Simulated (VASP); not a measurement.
# Ir (P6_3/mmc) in VASP: further runs

Runs on Ir. Level: r2SCAN. Tasks: single point.

Everything below comes from runs of VASP 6.6.1. Logs are shortened: lines on timing, memory, paths and dates and some standing lists are left out, and cuts for length are marked.

### 1 The cell of the first run

The structure is hexagonal, space group P6_3/mmc (No. 194). The conventional cell has a = 2.721 Å, b = 2.721 Å, c = 8.877 Å, α = 90.00°, β = 90.00°, γ = 120.00°. Ir (site symmetry -3m) has 12 Ir at 2.72 Å within 3.6 Å. Within 3.6 Å of Ir (site symmetry -6m2) lie 12 Ir at 2.72 Å.

### 2 Single point, r2SCAN

POSCAR

```
Ir
1.0
    2.7208269843      0.0000000000      0.0000000000
   -1.3604134922      2.3563052877      0.0000000000
    0.0000000000      0.0000000000      8.8769908508
Ir
4
Direct
    0.0000000000      0.0000000000      0.0000000000
    0.0000000000      0.0000000000      0.5000000000
    0.3333333333      0.6666666667      0.7500000000
    0.6666666667      0.3333333333      0.2500000000
```

INCAR.step1

```
PREC = Accurate ; ENCUT = 520
ISMEAR = 0 ; SIGMA = 0.1
LREAL = False ; LASPH = True
NELM = 100 ; NBANDS = 26
GGA = PE ; ALGO = Normal
EDIFF = 1E-4 ; LWAVE = True
LCHARG = False
```

INCAR.step2

```
PREC = Accurate ; ENCUT = 520
EDIFF = 1E-6 ; ISMEAR = 0
SIGMA = 0.1 ; LREAL = False
LASPH = True ; NELM = 100
ALGO = Normal ; ISIF = 2
LWAVE = False ; LCHARG = True
METAGGA = R2SCAN ; LMIXTAU = True
LELF = True ; LVHAR = True
NBANDS = 26 ; ISTART = 1
```

KPOINTS

```
Automatic mesh
0
Gamma
  21 21 6
```

Potentials or basis: VASP PAW PBE potentials, release 64 (Ir).

Run with:

```sh
$ cat potpaw_PBE.64/Ir/POTCAR > POTCAR
$ cp INCAR.step1 INCAR
$ mpirun -np 1 vasp_std > vasp.out
$ cp INCAR.step2 INCAR
$ mpirun -np 1 vasp_std > vasp.out
```

OUTCAR:

```text
PREC = Accurate
   ENCUT = 520
   EDIFF = 1E-6
   ISMEAR = 0
   LREAL = False
   LASPH = True
   NELM = 100
   ISIF = 2
   METAGGA = R2SCAN
   ISTART = 1

 ion  position               nearest neighbor table
   1  0.000  0.000  0.000-   3 2.72   4 2.72   4 2.72   3 2.72   4 2.72   3 2.72
   2  0.000  0.000  0.500-   3 2.72   4 2.72   4 2.72   3 2.72   4 2.72   3 2.72
   3  0.333  0.667  0.750-   1 2.72   2 2.72   1 2.72   2 2.72   1 2.72   2 2.72
   4  0.667  0.333  0.250-   1 2.72   2 2.72   1 2.72   2 2.72   1 2.72   2 2.72

  LATTYP: Found a hexagonal cell.
 ALAT       =     2.7208269843
 C/A-ratio  =     3.2626076197

  Lattice vectors:

 A1 = (   2.7208269843,   0.0000000000,   0.0000000000)
 A2 = (  -1.3604134922,   2.3563052877,   0.0000000000)
 A3 = (   0.0000000000,   0.0000000000,   8.8769908508)

Analysis of symmetry for initial positions (statically):
=====================================================================
 Subroutine PRICEL returns:
 Original cell was already a primitive cell.

 Routine SETGRP: Setting up the symmetry group for a
 hexagonal supercell.

 Subroutine GETGRP returns: Found 24 space group operations
 (whereof 12 operations were pure point group operations)
 out of a pool of 24 trial point group operations.

The static configuration has the point symmetry D_3d.
 The point group associated with its full space group is D_6h.

Analysis of symmetry for dynamics (positions and initial velocities):
=====================================================================
 Subroutine PRICEL returns:
 Original cell was already a primitive cell.

 Routine SETGRP: Setting up the symmetry group for a
 hexagonal supercell.

 Subroutine GETGRP returns: Found 24 space group operations
 (whereof 12 operations were pure point group operations)
 out of a pool of 24 trial point group operations.

The dynamic configuration has the point symmetry D_3d.
 The point group associated with its full space group is D_6h.

 Subroutine INISYM returns: Found 24 space group operations
 (whereof 12 operations are pure point group operations),
 and found     1 'primitive' translations

----------------------------------------------------------------------------------------

                                     Primitive cell

  volume of cell :      56.9113

  direct lattice vectors                    reciprocal lattice vectors
     2.720826984  0.000000000  0.000000000     0.367535314  0.212196612  0.000000000
    -1.360413492  2.356305288  0.000000000     0.000000000  0.424393225  0.000000000
     0.000000000  0.000000000  8.876990851     0.000000000  0.000000000  0.112650786

  length of vectors
     2.720826984  2.720826984  8.876990851     0.424393225  0.424393225  0.112650786

  position of ions in fractional coordinates (direct lattice)
     0.000000000  0.000000000  0.000000000
     0.000000000  0.000000000  0.500000000
     0.333333333  0.666666667  0.750000000
     0.666666667  0.333333333  0.250000000

  ion indices of the primitive-cell ions
   primitive index   ion index
                 1           1
                 2           2
                 3           3
                 4           4

----------------------------------------------------------------------------------------

 KPOINTS: Automatic mesh

Automatic generation of k-mesh.
 Grid dimensions read from file:
 generate k-points for:   21   21    6

 Generating k-lattice:

  Cartesian coordinates                     Fractional coordinates (reciprocal lattice)
     0.017501682  0.010104601  0.000000000     0.047619048  0.000000000  0.000000000
     0.000000000  0.020209201  0.000000000     0.000000000  0.047619048  0.000000000
     0.000000000  0.000000000  0.018775131     0.000000000  0.000000000  0.166666667

  Length of vectors
     0.020209201  0.020209201  0.018775131

  Shift w.r.t. Gamma in fractional coordinates (k-lattice)
     0.000000000  0.000000000  0.000000000

 Subroutine IBZKPT returns following result:
 ===========================================

 Found    192 irreducible k-points:

 Following reciprocal coordinates:
            Coordinates               Weight
  0.000000  0.000000  0.000000      1.000000
  0.047619 -0.000000  0.000000      6.000000
  0.095238  0.000000  0.000000      6.000000
  0.142857 -0.000000  0.000000      6.000000
  0.190476  0.000000  0.000000      6.000000
  0.238095  0.000000  0.000000      6.000000
[... 16 lines left out ...]
  0.142857  0.095238  0.000000     12.000000
  0.190476  0.095238  0.000000     12.000000
 [... further k-points ...]
   k-points           NKPTS =    192   k-points in BZ     NKDIM =    192   number of bands    NBANDS=     26
   number of dos      NEDOS =    301   number of ions     NIONS =      4
   total plane-waves  NPLWV =  28000
   dimension x,y,z NGX =    20 NGY =   20 NGZ =   70
   dimension x,y,z NGXF=    40 NGYF=   40 NGZF=  140
   ions per type =               4
   NGX,Y,Z   is equivalent  to a cutoff of  12.22, 12.22, 13.11 a.u.
   NGXF,Y,Z  is equivalent  to a cutoff of  24.44, 24.44, 26.22 a.u.
 SYSTEM =  unknown system
   PREC   = accura    normal or accurate (medium, high low for compatibility)
   ISTART =      1    job   : 0-new  1-cont  2-samecut
   ICHARG =      0    charge: 1-file 2-atom 10-const
   ISPIN  =      1    spin polarized calculation?
   LNONCOLLINEAR =      F non collinear calculations
   LSORBIT =      F    spin-orbit coupling
   LASPH  =      T    aspherical Exc in radial PAW
   ENCUT  =  520.0 eV  38.22 Ry    6.18 a.u.   5.06  5.06 16.51*2*pi/ulx,y,z
   NELM   =    100;   NELMIN=  2; NELMDL=  0     # of ELM steps
   EDIFF  = 0.1E-05   stopping-criterion for ELM
   LREAL  =      F    real-space projection
   EDIFFG = 0.1E-04   stopping-criterion for IOM
   NSW    =      0    number of steps for IOM
   IBRION =     -1    ionic relax: 0-MD 1-quasi-New 2-CG
   NFREE  =      0    steps in history (QN), initial steepest desc. (CG)
   ISIF   =      2    stress and relaxation
   ISYM   =      2    0-nonsym 1-usesym 2-fastsym
   POTIM  = 0.5000    time-step for ionic-motion
   TEBEG  =    0.0;   TEEND  =   0.0 temperature during run
   PSTRESS=    0.0 pullay stress
   NELECT =      36.0000    total number of electrons
   NUPDOWN=      -1.0000    fix difference up-down
   EMIN   =  10.00;   EMAX   =-10.00  energy-range for DOS
   EFERMI =   0.00;   METHOD = LEGACY
   ISMEAR =     0;   SIGMA  =   0.10  broadening in eV -4-tet -1-fermi 0-gaus
   EFERMI_NEDOS =   21; number of points for ismear=-14 and -15
   IALGO  =     38    algorithm
   IMIX   =      4    mixing-type and parameters
     AMIX     =   0.40;   BMIX     =  1.00
     AMIX_MAG =   1.60;   BMIX_MAG =  1.00
  volume/ion in A,a.u.               =      14.23        96.01
  Fermi-wavevector in a.u.,A,eV,Ry     =   1.405323  2.655676 26.870602  1.974934
  Thomas-Fermi vector in A             =   2.527796
   LORBIT       =      0    0 simple, 1 ext, 2 COOP (PROOUT), +10 PAW based schemes
   METAGGA = R2SCAN    functional components
   LHFCALC =     F    Hartree Fock is set to
   AEXX    =    0.0000 exact exchange contribution
   IVDW    =     0    specifies the selected vdW correction
   LEPSILON=     F    determine dielectric tensor
   LRPA    =     F    only Hartree local field effects (RPA)
 non-spin polarized calculation
 Gauss-broadening in eV      SIGMA  =   0.10
  energy-cutoff  :      520.00
  volume of cell :       56.91
 maximum number of plane-waves:      1556
   NGX = 11   NGY = 11   NGZ = 33

 number of electron      36.0000000 magnetization

 Free energy of the ion-electron system (eV)
  ---------------------------------------------------
  ext. energy  EPLUGINS =         0.00000000
  ---------------------------------------------------
  free energy    TOTEN  =      -209.31246800 eV

  energy without entropy =     -209.29480339  energy(sigma->0) =     -209.30363569

 E-fermi :  10.1145     XC(G=0): -15.2926

 val. band max:       10.1105792156   @ k =   0.1905   0.1429   0.1667
 cond. band min:      10.1177416865   @ k =   0.3810   0.1905   0.1667
 fundamental gap:      0.0071624709
 Fermi energy:        10.1144586569

 k-point     1 :       0.0000    0.0000    0.0000
  band No.  band energies     occupation
      1      -1.3905      2.00000
      2       0.8870      2.00000
      3       0.9238      2.00000
      4       1.7254      2.00000
      5       5.5864      2.00000
      6       5.6311      2.00000
[... 18 lines left out ...]
     25      17.6179      0.00000
     26      23.8979      0.00000

 k-point     2 :       0.0476   -0.0000    0.0000
  band No.  band energies     occupation
      1      -1.2970      2.00000
      2       0.9764      2.00000
      3       1.0130      2.00000
      4       1.8114      2.00000
      5       5.4528      2.00000
      6       5.5651      2.00000
[... 18 lines left out ...]
     25      17.5891      0.00000
     26      24.0360      0.00000

 k-point     3 :       0.0952    0.0000    0.0000
  band No.  band energies     occupation
      1      -1.0220      2.00000
      2       1.2332      2.00000
      3       1.2693      2.00000
      4       2.0585      2.00000
      5       5.1541      2.00000
      6       5.3864      2.00000
[... 18 lines left out ...]
     25      17.5052      0.00000
     26      24.4047      0.00000

 k-point     4 :       0.1429   -0.0000    0.0000
  band No.  band energies     occupation
      1      -0.5829      2.00000
      2       1.6170      2.00000
      3       1.6523      2.00000
      4       2.4297      2.00000
      5       4.8139      2.00000
      6       5.1393      2.00000
[... 18 lines left out ...]
     25      17.3766      0.00000
     26      24.8460      0.00000

 k-point     5 :       0.1905    0.0000    0.0000
  band No.  band energies     occupation
      1      -0.0124      2.00000
      2       2.0380      2.00000
      3       2.0728      2.00000
      4       2.8434      2.00000
      5       4.5123      2.00000
      6       4.8657      2.00000
[... 18 lines left out ...]
     25      17.2270      0.00000
     26      24.9327      0.00000

 k-point     6 :       0.2381    0.0000    0.0000
  band No.  band energies     occupation
      1       0.6326      2.00000
      2       2.3526      2.00000
      3       2.3783      2.00000
      4       3.1386      2.00000
      5       4.3140      2.00000
      6       4.5796      2.00000
[... 427 lines left out ...]
 k-point    21 :       0.4762    0.0476    0.0000
  band No.  band energies     occupation
      1       1.8337      2.00000
      2       1.9553      2.00000
      3       2.4277      2.00000
      4       3.0437      2.00000
      5       3.5483      2.00000
      6       4.0792      2.00000
[... 18 lines left out ...]
     25      18.0377      0.00000
     26      18.0945      0.00000

 k-point    22 :       0.0952    0.0952    0.0000
  band No.  band energies     occupation
      1      -0.3259      2.00000
      2       1.8374      2.00000
      3       1.8702      2.00000
      4       2.6473      2.00000
      5       4.6656      2.00000
      6       5.0537      2.00000
[... 18 lines left out ...]
     25      17.3122      0.00000
     26      25.0435      0.00000

 k-point    23 :       0.1429    0.0952    0.0000
  band No.  band energies     occupation
      1       0.2361      2.00000
      2       2.2458      2.00000
      3       2.2741      2.00000
      4       3.0628      2.00000
      5       4.4270      2.00000
      6       4.8824      2.00000
[... 18 lines left out ...]
     25      17.1895      0.00000
     26      25.0466      0.00000

 k-point    24 :       0.1905    0.0952    0.0000
  band No.  band energies     occupation
      1       0.8810      2.00000
      2       2.5607      2.00000
      3       2.5773      2.00000
      4       3.3812      2.00000
      5       4.3240      2.00000
      6       4.6751      2.00000
[... 18 lines left out ...]
     25      17.1016      0.00000
     26      23.9173      0.00000

 [... further k-points ...]
[... 5 lines left out ...]
  --------------------------------------------------------------------------------------
  -------------------------------------------------------------------------------------
  Total        0.8781651      0.8781651      0.9081978     -0.0000000      0.0000000     -0.0000000
  in kB       24.7222801     24.7222801     25.5677651     -0.0000000      0.0000000     -0.0000000
  external PRESSURE =      25.0041084 kB  Pullay stress =       0.0000000 kB

 VOLUME and BASIS-vectors are now :
 -----------------------------------------------------------------------------
  energy-cutoff  :      520.00
  volume of cell :       56.91
      direct lattice vectors                 reciprocal lattice vectors
     2.720826984  0.000000000  0.000000000     0.367535314  0.212196612  0.000000000
    -1.360413492  2.356305288  0.000000000     0.000000000  0.424393225  0.000000000
     0.000000000  0.000000000  8.876990851     0.000000000  0.000000000  0.112650786

 POSITION                                       TOTAL-FORCE (eV/Angst)
 -----------------------------------------------------------------------------------
      0.00000      0.00000      0.00000        -0.000000      0.000000     -0.000000
      0.00000      0.00000      4.43850        -0.000000      0.000000     -0.000000
     -0.00000      1.57087      6.65774         0.000000     -0.000000      0.000000
      1.36041      0.78544      2.21925         0.000000      0.000000     -0.000000
 -----------------------------------------------------------------------------------
    total drift:                                0.000000     -0.000000      0.000000

  FREE ENERGIE OF THE ION-ELECTRON SYSTEM (eV)
  ---------------------------------------------------
  free  energy   TOTEN  =      -209.3124680008 eV

  energy  without entropy=     -209.2948033874  energy(sigma->0) =     -209.30363569
```

Wall time 12 min (1 thread of Intel Xeon Platinum 8488C (Sapphire Rapids), shared host); peak memory 0.33 GiB.

Results:

```
Free energy            : -209.3125 eV
Pressure               : 2.5 GPa
Band gap on the k mesh : zero (band 18 reaches 11.13 eV, above the bottom of band 19 at 8.49 eV)
```

Caveat: the PAW data sets were made with another functional, which shifts forces and pressure a little; spin-orbit coupling is left out, which moves the levels of the heavy elements.

### 3 Single point, r2SCAN

POSCAR

```
Ir
1.0
    2.7279264828      0.0000000000      0.0000000000
   -1.3639632414      2.3624536338      0.0000000000
    0.0000000000      0.0000000000      8.8348723232
Ir
4
Direct
    0.0000000000      0.0000000000      0.0000000000
    0.0000000000      0.0000000000      0.5000000000
    0.3333333333      0.6666666667      0.7500000000
    0.6666666667      0.3333333333      0.2500000000
```

INCAR.step1

```
ALGO = Normal
EDIFF = 1E-4
ENCUT = 520
GGA = PE
ISMEAR = 0
LASPH = True
LCHARG = False
LREAL = False
LWAVE = True
NBANDS = 26
NELM = 100
PREC = Accurate
SIGMA = 0.1
```

INCAR.step2

```
ALGO = Normal
EDIFF = 1E-6
ENCUT = 520
ISIF = 2
ISMEAR = 0
ISTART = 1
LASPH = True
LCHARG = False
LMIXTAU = True
LREAL = False
LWAVE = False
METAGGA = R2SCAN
NBANDS = 26
NELM = 100
PREC = Accurate
SIGMA = 0.1
```

KPOINTS

```
k-points
0
Gamma
  9 9 2
```

Potentials or basis: VASP PAW PBE potentials, release 64 (Ir).

Run with:

```sh
$ cat potpaw_PBE.64/Ir/POTCAR > POTCAR
$ cp INCAR.step1 INCAR
$ mpirun -np 1 vasp_std > vasp.out
$ cp INCAR.step2 INCAR
$ mpirun -np 1 vasp_std > vasp.out
```

OUTCAR:

```text
EDIFF = 1E-6
   ENCUT = 520
   ISIF = 2
   ISMEAR = 0
   ISTART = 1
   LASPH = True
   LREAL = False
   METAGGA = R2SCAN
   NELM = 100
   PREC = Accurate

 ion  position               nearest neighbor table
   1  0.000  0.000  0.000-   3 2.71   4 2.71   4 2.71   3 2.71   4 2.71   3 2.71
   2  0.000  0.000  0.500-   3 2.71   4 2.71   4 2.71   3 2.71   4 2.71   3 2.71
   3  0.333  0.667  0.750-   1 2.71   2 2.71   1 2.71   2 2.71   1 2.71   2 2.71
   4  0.667  0.333  0.250-   1 2.71   2 2.71   1 2.71   2 2.71   1 2.71   2 2.71

[... 895 lines left out ...]
  Direction    XX          YY          ZZ          XY          YZ          ZX
  --------------------------------------------------------------------------------------
  -------------------------------------------------------------------------------------
  Total        0.8445217      0.8445217      0.8994052      0.0000000      0.0000000      0.0000000
  in kB       23.7643083     23.7643083     25.3086952      0.0000000      0.0000000      0.0000000
  external PRESSURE =      24.2791040 kB  Pullay stress =       0.0000000 kB

 VOLUME and BASIS-vectors are now :
 -----------------------------------------------------------------------------
  energy-cutoff  :      520.00
  volume of cell :       56.94
      direct lattice vectors                 reciprocal lattice vectors
     2.727926483  0.000000000  0.000000000     0.366578794  0.211644365  0.000000000
    -1.363963241  2.362453634  0.000000000     0.000000000  0.423288731  0.000000000
     0.000000000  0.000000000  8.834872323     0.000000000  0.000000000  0.113187827

 POSITION                                       TOTAL-FORCE (eV/Angst)
 -----------------------------------------------------------------------------------
      0.00000      0.00000      0.00000        -0.000000      0.000000      0.000000
      0.00000      0.00000      4.41744        -0.000000      0.000000      0.000000
     -0.00000      1.57497      6.62615        -0.000000      0.000000     -0.000000
      1.36396      0.78748      2.20872         0.000000     -0.000000     -0.000000
 -----------------------------------------------------------------------------------
    total drift:                                0.000000     -0.000000      0.000000

  FREE ENERGIE OF THE ION-ELECTRON SYSTEM (eV)
  ---------------------------------------------------
  free  energy   TOTEN  =      -209.2970680682 eV

  energy  without entropy=     -209.2823889580  energy(sigma->0) =     -209.28972851
```

OUTCAR.step1:

```text
EDIFF = 1E-4
   ENCUT = 520
   GGA = PE
   ISMEAR = 0
[... 924 lines left out ...]
      0.00000      0.00000      0.00000        -0.000000     -0.000000      0.000000
      0.00000      0.00000      4.41744        -0.000000     -0.000000      0.000000
     -0.00000      1.57497      6.62615         0.000000      0.000000     -0.000000
      1.36396      0.78748      2.20872        -0.000000      0.000000     -0.000000
 -----------------------------------------------------------------------------------
    total drift:                                0.000000     -0.000000      0.000000

  FREE ENERGIE OF THE ION-ELECTRON SYSTEM (eV)
  ---------------------------------------------------
  free  energy   TOTEN  =       -35.2250669763 eV

  energy  without entropy=      -35.2088362654  energy(sigma->0) =      -35.21695162
```

It took 2 min on 1 thread of Intel Xeon Platinum 8488C (Sapphire Rapids), shared host; peak memory 0.19 GiB.

What came out:

* Free energy: -209.2971 eV
* Pressure: 2.4 GPa
* Band gap on the k mesh: zero (band 18 reaches 11.01 eV, above the bottom of band 19 at 8.49 eV)

Stress tensor (GPa, compression positive):
```
2.38 0.00 0.00
0.00 2.38 0.00
0.00 0.00 2.53
```

Levels at points of the mesh, in eV from the Fermi level:
```tsv
k point	band 15	band 16	band 17	band 18	band 19	band 20	band 21	band 22
(0.00, 0.00, 0.00)	-3.32	-1.88	-1.88	-1.09	-1.09	-0.60	-0.32	-0.32
(0.00, 0.00, 0.50)	-2.64	-2.64	-1.44	-1.44	-1.44	-1.44	0.26	0.26
```

Caveat: the PAW data sets were made with another functional, which shifts forces and pressure a little; spin-orbit coupling is left out, which moves the levels of the heavy elements.

(Continued in part 2 of 2.)
